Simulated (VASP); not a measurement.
Runs of VASP 6.6.1 on SnTe. The structure is that of space group Pm-3m (No. 221), or close to it. The cells are those of the table. 

```tsv
task	level	cell	k mesh	cutoff (eV)	grid for exact exchange (PRECFOCK)	share of exact exchange	screening parameter	gap on the mesh (eV)	pressure (GPa)
single point	PBE	a = 3.981 Å, 2 atoms	7 × 7 × 7	500	-	-	-	none	(a)
single point	PBE	a = 3.931 Å, 2 atoms	7 × 7 × 7	500	-	-	-	none	-1.7
single point	PBE	a = 3.878 Å, 2 atoms	7 × 7 × 7	500	-	-	-	none	-0.4
relaxation of cell and atoms	PBE-based screened hybrid with 25 % exact exchange	relaxed from a = 3.905 Å, 2 atoms	4 × 4 × 4	600	Normal	0.25	0.3 1/Å	none	0.0
```

Alike in all rows: potentials or basis VASP PAW PBE potentials, release 64 (Te, Sn_d); no spin polarisation; smearing fermi-dirac 0.05 eV.

Q: Fill in the values left out.

A: (a) -2.6.

Caveats: some runs use coarse meshes; spin-orbit coupling is left out, which moves the levels of the heavy elements; the PAW data sets were made with another functional, which shifts forces and pressure a little (at least some runs).

A k mesh can miss the band edges, and the runs leave out spin-orbit coupling on Sn, Te.

A gap of «none» marks levels without a gap at the run's occupations.
